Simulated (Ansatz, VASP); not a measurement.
## Ti3Si2: VASP beside Ansatz

```
CELL_PARAMETERS angstrom
4.54981 0.00000 0.00000
0.00000 4.54981 0.00000
0.00000 0.00000 4.54981
ATOMIC_POSITIONS crystal
Ti 0.00000 0.50000 0.50000
Ti 0.50000 0.00000 0.50000
Ti 0.50000 0.50000 0.00000
Si 0.50000 0.50000 0.50000
Si 0.00000 0.00000 0.00000
```

Alike in both runs: functional PBE; k mesh 4 × 4 × 4; occupations gaussian, width 0.1 eV; no spin polarisation.

Ansatz relaxed the structure, and its values are those at the end. VASP's run is a single point on that final structure, the one shown.

```csv
,VASP,Ansatz
version,VASP 6.6.1,Ansatz 0.2.0
potentials or method,"VASP PAW PBE potentials, release 64 (Ti_sv, Si), cutoff 520 eV","scalar-relativistic, plane waves, PAW"
valence electrons in the cell,44,44
```

```tsv
	VASP	Ansatz	Ansatz less VASP
gap on the k mesh at the Fermi level (eV)	none	none	-
pressure (GPa)	0.1	0.1	-0.02
```

A gap of «none» marks a metal or a gap that the smearing closes.
